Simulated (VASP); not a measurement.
# F (C2/m) in VASP: further runs

F is run at these levels: PBEsol; tasks: single point.

All numbers are computed with VASP 6.6.1; they aren't measurements. Logs are shortened: lines on timing, memory, paths and dates and some standing lists are left out, and cuts for length are marked.

## 1. The cell of the first run

Symmetry: C2/m, No. 12, monoclinic system. Conventional cell: a = 5.701 Å, b = 3.539 Å, c = 7.374 Å, α = 90.00°, β = 110.92°, γ = 90.00°. Within 1.8 Å of F (site symmetry m) lie 1 F at 1.38 Å. F (site symmetry m) has 1 F at 1.38 Å within 1.8 Å.

## 2. Single point, PBEsol

Contents of INCAR:

```
  PREC = Accurate
  ENCUT = 520
  EDIFF = 1E-7
  ISMEAR = 0
  SIGMA = 0.05
  LREAL = False
  LASPH = True
  NELM = 80
  ALGO = Normal
  ISIF = 2
  LWAVE = False
  LCHARG = False
  GGA = PS
  NBANDS = 22
```

Contents of KPOINTS:

```
Automatic mesh
0
Gamma
  4 4 2
```

Contents of POSCAR:

```
F
1.0
    2.8419719639     -1.7696410506     -0.2191973951
    2.8419719639      1.7696410506     -0.2191973951
   -2.0961603653      0.0000000000      7.0700320941
F
4
Direct
    0.0848459664      0.0848459664      0.0940038325
    0.9151540336      0.9151540336      0.9059961675
    0.5015719855      0.5015719855      0.5937195244
    0.4984280145      0.4984280145      0.4062804756
```

Potentials or basis: VASP PAW PBE potentials, release 64 (F).

Started as:

```
$ cat potpaw_PBE.64/F/POTCAR > POTCAR
$ mpirun -np 1 vasp_std > vasp.out
```

OUTCAR:

```text
PREC = Accurate
   ENCUT = 520
   EDIFF = 1E-7
   ISMEAR = 0
   LREAL = False
   LASPH = True
   NELM = 80
   ISIF = 2
   GGA = PS

 ion  position               nearest neighbor table
   1  0.085  0.085  0.094-   2 1.38
   2  0.915  0.915  0.906-   1 1.38
   3  0.502  0.502  0.594-   4 1.38
   4  0.498  0.498  0.406-   3 1.38

  LATTYP: Found a base centered monoclinic cell.
 ALAT       =     5.7008252531
 B/A-ratio  =     0.6208367989
 C/A-ratio  =     1.2935369722
 COS(beta)  =    -0.3571411449

  Lattice vectors:

 A1 = (   2.8419719639,  -1.7696410506,  -0.2191973951)
 A2 = (   2.8419719639,   1.7696410506,  -0.2191973951)
 A3 = (  -2.0961603653,   0.0000000000,   7.0700320941)

Analysis of symmetry for initial positions (statically):
=====================================================================
 Subroutine PRICEL returns:
 Original cell was already a primitive cell.

 Routine SETGRP: Setting up the symmetry group for a
 base centered monoclinic supercell.

 Subroutine GETGRP returns: Found  4 space group operations
 (whereof  4 operations were pure point group operations)
 out of a pool of  4 trial point group operations.

The static configuration has the point symmetry C_2h.

Analysis of symmetry for dynamics (positions and initial velocities):
=====================================================================
 Subroutine PRICEL returns:
 Original cell was already a primitive cell.

 Routine SETGRP: Setting up the symmetry group for a
 base centered monoclinic supercell.

 Subroutine GETGRP returns: Found  4 space group operations
 (whereof  4 operations were pure point group operations)
 out of a pool of  4 trial point group operations.

The dynamic configuration has the point symmetry C_2h.

 Subroutine INISYM returns: Found  4 space group operations
 (whereof  4 operations are pure point group operations),
 and found     1 'primitive' translations

----------------------------------------------------------------------------------------

                                     Primitive cell

  volume of cell :      69.4880

  direct lattice vectors                    reciprocal lattice vectors
     2.841971964 -1.769641051 -0.219197395     0.180051506 -0.282543174  0.053382619
     2.841971964  1.769641051 -0.219197395     0.180051506  0.282543174  0.053382619
    -2.096160365  0.000000000  7.070032094     0.011164538  0.000000000  0.144752195

  length of vectors
     3.355068045  3.355068045  7.374228237     0.339262279  0.339262279  0.145182109

  position of ions in fractional coordinates (direct lattice)
     0.084845966  0.084845966  0.094003833
     0.915154034  0.915154034  0.905996167
     0.501571986  0.501571986  0.593719524
     0.498428014  0.498428014  0.406280476

  ion indices of the primitive-cell ions
   primitive index   ion index
                 1           1
                 2           2
                 3           3
                 4           4

----------------------------------------------------------------------------------------

 KPOINTS: Automatic mesh

Automatic generation of k-mesh.
 Grid dimensions read from file:
 generate k-points for:    4    4    2

 Generating k-lattice:

  Cartesian coordinates                     Fractional coordinates (reciprocal lattice)
     0.045012876 -0.070635794  0.013345655     0.250000000 -0.000000000  0.000000000
     0.045012876  0.070635794  0.013345655    -0.000000000  0.250000000  0.000000000
     0.005582269  0.000000000  0.072376097     0.000000000  0.000000000  0.500000000

  Length of vectors
     0.084815570  0.084815570  0.072591054

  Shift w.r.t. Gamma in fractional coordinates (k-lattice)
     0.000000000  0.000000000  0.000000000

 Subroutine IBZKPT returns following result:
 ===========================================

 Found     14 irreducible k-points:

 Following reciprocal coordinates:
            Coordinates               Weight
  0.000000  0.000000  0.000000      1.000000
  0.250000  0.000000  0.000000      4.000000
  0.500000  0.000000  0.000000      2.000000
  0.250000  0.250000  0.000000      2.000000
  0.500000  0.250000  0.000000      4.000000
 -0.250000  0.250000  0.000000      2.000000
  0.500000  0.500000  0.000000      1.000000
  0.000000  0.000000  0.500000      1.000000
  0.250000  0.000000  0.500000      4.000000
  0.500000  0.000000  0.500000      2.000000
  0.250000  0.250000  0.500000      2.000000
  0.500000  0.250000  0.500000      4.000000
 -0.250000  0.250000  0.500000      2.000000
  0.500000  0.500000  0.500000      1.000000
   k-points           NKPTS =     14   k-points in BZ     NKDIM =     14   number of bands    NBANDS=     22
   number of dos      NEDOS =    301   number of ions     NIONS =      4
   total plane-waves  NPLWV =  43904
   dimension x,y,z NGX =    28 NGY =   28 NGZ =   56
   dimension x,y,z NGXF=    56 NGYF=   56 NGZF=  112
   ions per type =               4
   NGX,Y,Z   is equivalent  to a cutoff of  13.87, 13.87, 12.62 a.u.
   NGXF,Y,Z  is equivalent  to a cutoff of  27.75, 27.75, 25.25 a.u.
 SYSTEM =  unknown system
   PREC   = accura    normal or accurate (medium, high low for compatibility)
   ISTART =      0    job   : 0-new  1-cont  2-samecut
   ICHARG =      2    charge: 1-file 2-atom 10-const
   ISPIN  =      1    spin polarized calculation?
   LNONCOLLINEAR =      F non collinear calculations
   LSORBIT =      F    spin-orbit coupling
   LASPH  =      T    aspherical Exc in radial PAW
   ENCUT  =  520.0 eV  38.22 Ry    6.18 a.u.   6.24  6.24 13.71*2*pi/ulx,y,z
   NELM   =     80;   NELMIN=  2; NELMDL= -5     # of ELM steps
   EDIFF  = 0.1E-06   stopping-criterion for ELM
   LREAL  =      F    real-space projection
   EDIFFG = 0.1E-05   stopping-criterion for IOM
   NSW    =      0    number of steps for IOM
   IBRION =     -1    ionic relax: 0-MD 1-quasi-New 2-CG
   NFREE  =      0    steps in history (QN), initial steepest desc. (CG)
   ISIF   =      2    stress and relaxation
   ISYM   =      2    0-nonsym 1-usesym 2-fastsym
   POTIM  = 0.5000    time-step for ionic-motion
   TEBEG  =    0.0;   TEEND  =   0.0 temperature during run
   PSTRESS=    0.0 pullay stress
   NELECT =      28.0000    total number of electrons
   NUPDOWN=      -1.0000    fix difference up-down
   EMIN   =  10.00;   EMAX   =-10.00  energy-range for DOS
   EFERMI =   0.00;   METHOD = LEGACY
   ISMEAR =     0;   SIGMA  =   0.05  broadening in eV -4-tet -1-fermi 0-gaus
   EFERMI_NEDOS =   21; number of points for ismear=-14 and -15
   IALGO  =     38    algorithm
   IMIX   =      4    mixing-type and parameters
     AMIX     =   0.40;   BMIX     =  1.00
     AMIX_MAG =   1.60;   BMIX_MAG =  1.00
  volume/ion in A,a.u.               =      17.37       117.23
  Fermi-wavevector in a.u.,A,eV,Ry     =   1.209180  2.285019 19.893295  1.462116
  Thomas-Fermi vector in A             =   2.344765
   LORBIT       =      0    0 simple, 1 ext, 2 COOP (PROOUT), +10 PAW based schemes
   GGA     = PS    functional components
   LHFCALC =     F    Hartree Fock is set to
   AEXX    =    0.0000 exact exchange contribution
   IVDW    =     0    specifies the selected vdW correction
   LEPSILON=     F    determine dielectric tensor
   LRPA    =     F    only Hartree local field effects (RPA)
 non-spin polarized calculation
 Gauss-broadening in eV      SIGMA  =   0.05
  energy-cutoff  :      520.00
  volume of cell :       69.49
 maximum number of plane-waves:      1884
 NGX is ok and might be reduce to    28
   NGX = 13   NGY = 13   NGZ = 27

 number of electron      28.0000000 magnetization

 Free energy of the ion-electron system (eV)
  ---------------------------------------------------
  ext. energy  EPLUGINS =         0.00000000
  ---------------------------------------------------
  free energy    TOTEN  =        -7.74716395 eV

  energy without entropy =       -7.74716395  energy(sigma->0) =       -7.74716395

 E-fermi :  -5.0562     XC(G=0):  -7.1894

 val. band max:       -5.2917391249   @ k =   0.5000   0.5000   0.0000
 cond. band min:      -2.0865501144   @ k =   0.0000   0.0000   0.0000
 fundamental gap:      3.2051890105
 Fermi energy:        -5.0562442475

 k-point     1 :       0.0000    0.0000    0.0000
  band No.  band energies     occupation
      1     -30.9048      2.00000
      2     -30.7190      2.00000
      3     -23.7989      2.00000
      4     -23.4619      2.00000
      5     -12.2942      2.00000
      6     -11.5267      2.00000
[... 14 lines left out ...]
     21      14.0469      0.00000
     22      15.2301      0.00000

 k-point     2 :       0.2500    0.0000    0.0000
  band No.  band energies     occupation
      1     -30.8755      2.00000
      2     -30.7009      2.00000
      3     -23.7408      2.00000
      4     -23.4928      2.00000
      5     -12.1817      2.00000
      6     -11.6283      2.00000
[... 14 lines left out ...]
     21      12.1796      0.00000
     22      13.6376      0.00000

 k-point     3 :       0.5000    0.0000    0.0000
  band No.  band energies     occupation
      1     -30.8455      2.00000
      2     -30.6829      2.00000
      3     -23.6544      2.00000
      4     -23.5525      2.00000
      5     -11.9505      2.00000
      6     -11.8489      2.00000
[... 14 lines left out ...]
     21      10.9141      0.00000
     22      11.1668      0.00000
[... 226 lines left out ...]
 k-point    13 :      -0.2500    0.2500    0.5000
  band No.  band energies     occupation
      1     -30.8455      2.00000
      2     -30.6829      2.00000
      3     -23.6541      2.00000
      4     -23.5523      2.00000
      5     -11.9447      2.00000
      6     -11.8453      2.00000
[... 14 lines left out ...]
     21      11.2248      0.00000
     22      11.3275      0.00000

 k-point    14 :       0.5000    0.5000    0.5000
  band No.  band energies     occupation
      1     -30.8275      2.00000
      2     -30.6649      2.00000
      3     -23.6589      2.00000
      4     -23.5571      2.00000
      5     -11.9648      2.00000
      6     -11.8680      2.00000
[... 14 lines left out ...]
     21      10.1321      0.00000
     22      10.2557      0.00000

------------------------ aborting loop because EDIFF is reached ----------------------------------------

  FORCE on cell =-STRESS in cart. coord.  units (eV):
  Direction    XX          YY          ZZ          XY          YZ          ZX
  --------------------------------------------------------------------------------------
  -------------------------------------------------------------------------------------
  Total        0.3504904     -0.2056780      3.3696767      0.0000000      0.0000000      0.2557535
  in kB        8.0812193     -4.7422965     77.6942732      0.0000000      0.0000000      5.8968813
  external PRESSURE =      27.0110653 kB  Pullay stress =       0.0000000 kB

 VOLUME and BASIS-vectors are now :
 -----------------------------------------------------------------------------
  energy-cutoff  :      520.00
  volume of cell :       69.49
      direct lattice vectors                 reciprocal lattice vectors
     2.841971964 -1.769641051 -0.219197395     0.180051506 -0.282543174  0.053382619
     2.841971964  1.769641051 -0.219197395     0.180051506  0.282543174  0.053382619
    -2.096160365  0.000000000  7.070032094     0.011164538  0.000000000  0.144752195

 POSITION                                       TOTAL-FORCE (eV/Angst)
 -----------------------------------------------------------------------------------
      0.28521      0.00000      0.62741         0.591294      0.000000      1.312743
      3.30257      0.00000      6.00422        -0.591294      0.000000     -1.312743
      1.60638      0.00000      3.97773        -0.406077      0.000000      1.382318
      1.98141      0.00000      2.65391         0.406077      0.000000     -1.382318
 -----------------------------------------------------------------------------------
    total drift:                                0.000000      0.000000     -0.000000

  FREE ENERGIE OF THE ION-ELECTRON SYSTEM (eV)
  ---------------------------------------------------
  free  energy   TOTEN  =        -7.7471639463 eV

  energy  without entropy=       -7.7471639463  energy(sigma->0) =       -7.74716395
```

Run time: 15 s. Hardware: 1 thread of AMD EPYC 9R45 (Zen 5), shared host; peak memory 0.16 GiB.

What came out:

```
Free energy            : -7.7472 eV
Pressure               : 2.7 GPa
Largest force          : 1.441 eV/Å
Band gap on the k mesh : 3.21 eV, indirect (least direct gap 3.29 eV)
```

Forces in eV/Å, atoms in the order of the input:
```
F    0.591  0.000  1.313
F   -0.591  0.000 -1.313
F   -0.406  0.000  1.382
F    0.406  0.000 -1.382
```

Caveat: the k points lie up to 0.53 Å⁻¹ apart; the PAW data sets were made with another functional, which shifts forces and pressure a little. A k mesh can miss the band edges.

## 3. Single point, PBEsol

This run uses another cell than the first one, of 16.91 Å³/atom, 0.973 times its volume.

Contents of INCAR:

```
SYSTEM = F
PREC = Accurate ; ENCUT = 520
EDIFF = 1E-7 ; ISMEAR = 0
SIGMA = 0.05 ; LREAL = .False.
LASPH = .True. ; NELM = 80
ALGO = Normal ; ISIF = 2
LWAVE = .False. ; LCHARG = .True.
GGA = PS ; LELF = .True.
LVHAR = .True. ; NBANDS = 22
```

Contents of KPOINTS:

```
Automatic mesh
0
Gamma
  4 4 2
  0 0 0
```

Contents of POSCAR:

```
F
1.0
    3.1008750287     -1.6715242491     -0.2391662330
    3.1008750287      1.6715242491     -0.2391662330
   -2.3647418851      0.0000000000      6.7077171969
F
4
Direct
    0.0848459664      0.0848459664      0.0940038325
    0.9151540336      0.9151540336      0.9059961675
    0.5015719855      0.5015719855      0.5937195244
    0.4984280145      0.4984280145      0.4062804756
```

Potentials or basis: VASP PAW PBE potentials, release 64 (F).

Started as:

```
$ cat potpaw_PBE.64/F/POTCAR > POTCAR
$ mpirun -np 1 vasp_std > vasp.out
```

OUTCAR:

```text
SYSTEM = F
   PREC = Accurate
   ENCUT = 520
   EDIFF = 1E-7
   ISMEAR = 0
   LREAL = .False.
   LASPH = .True.
   NELM = 80
   ISIF = 2
   GGA = PS

 ion  position               nearest neighbor table
   1  0.085  0.085  0.094-   2 1.33
   2  0.915  0.915  0.906-   1 1.33
   3  0.502  0.502  0.594-   4 1.33
   4  0.498  0.498  0.406-   3 1.33

  LATTYP: Found a base centered monoclinic cell.
 ALAT       =     6.2201692680
 B/A-ratio  =     0.5374529782
 C/A-ratio  =     1.1434329670
 COS(beta)  =    -0.4040247995

  Lattice vectors:

 A1 = (   3.1008750287,  -1.6715242491,  -0.2391662330)
 A2 = (   3.1008750287,   1.6715242491,  -0.2391662330)
 A3 = (  -2.3647418851,   0.0000000000,   6.7077171969)

Analysis of symmetry for initial positions (statically):
=====================================================================
 Subroutine PRICEL returns:
 Original cell was already a primitive cell.

 Routine SETGRP: Setting up the symmetry group for a
[... 158 lines left out ...]
  free energy    TOTEN  =        -7.46492578 eV

  energy without entropy =       -7.46492578  energy(sigma->0) =       -7.46492578

 E-fermi :  -4.5386     XC(G=0):  -7.2618

 val. band max:       -4.8701089933   @ k =   0.5000   0.5000   0.0000
 cond. band min:      -0.9310754962   @ k =   0.0000   0.0000   0.0000
 fundamental gap:      3.9390334971
 Fermi energy:        -4.5386179401

 k-point     1 :       0.0000    0.0000    0.0000
  band No.  band energies     occupation
      1     -31.5940      2.00000
      2     -31.4400      2.00000
      3     -23.3146      2.00000
      4     -22.9436      2.00000
      5     -12.3800      2.00000
      6     -11.6126      2.00000
[... 339 lines left out ...]
     21      10.0792      0.00000
     22      10.4101      0.00000

------------------------ aborting loop because EDIFF is reached ----------------------------------------

  FORCE on cell =-STRESS in cart. coord.  units (eV):
  Direction    XX          YY          ZZ          XY          YZ          ZX
  --------------------------------------------------------------------------------------
  -------------------------------------------------------------------------------------
  Total        1.5878266     -0.1676680      9.3363671      0.0000000      0.0000000      0.6405600
  in kB       37.6083584     -3.9712888    221.1358831      0.0000000      0.0000000     15.1719402
  external PRESSURE =      84.9243176 kB  Pullay stress =       0.0000000 kB

 VOLUME and BASIS-vectors are now :
 -----------------------------------------------------------------------------
  energy-cutoff  :      520.00
  volume of cell :       67.64
      direct lattice vectors                 reciprocal lattice vectors
     3.100875029 -1.671524249 -0.239166233     0.165751758 -0.299128176  0.058434206
     3.100875029  1.671524249 -0.239166233     0.165751758  0.299128176  0.058434206
    -2.364741885  0.000000000  6.707717197     0.011819885  0.000000000  0.153249004

 POSITION                                       TOTAL-FORCE (eV/Angst)
 -----------------------------------------------------------------------------------
      0.30390      0.00000      0.58997         1.900529      0.000000      3.647417
      3.53311      0.00000      5.63942        -1.900529      0.000000     -3.647417
      1.70663      0.00000      3.74258        -1.338569      0.000000      3.917151
      2.13038      0.00000      2.48680         1.338569      0.000000     -3.917151
 -----------------------------------------------------------------------------------
    total drift:                                0.000000      0.000000     -0.000000

  FREE ENERGIE OF THE ION-ELECTRON SYSTEM (eV)
  ---------------------------------------------------
  free  energy   TOTEN  =        -7.4649257795 eV

  energy  without entropy=       -7.4649257795  energy(sigma->0) =       -7.46492578
```

It took 16 s on 1 thread of AMD EPYC 9R45 (Zen 5), shared host; peak memory 0.15 GiB.

Results:

```yaml
Free_energy: -7.4649 eV
Pressure: 8.5 GPa
Largest_force: 4.140 eV/Å
Band_gap_on_the_k_mesh: 3.94 eV, indirect (least direct gap 4.07 eV)
```

Forces on the atoms (eV/Å):
```
F    1.901  0.000  3.647
F   -1.901  0.000 -3.647
F   -1.339  0.000  3.917
F    1.339  0.000 -3.917
```

Caveat: the k points lie up to 0.54 Å⁻¹ apart; the PAW data sets were made with another functional, which shifts forces and pressure a little. A hybrid or GW would open this gap; PBEsol tends to underestimate it.
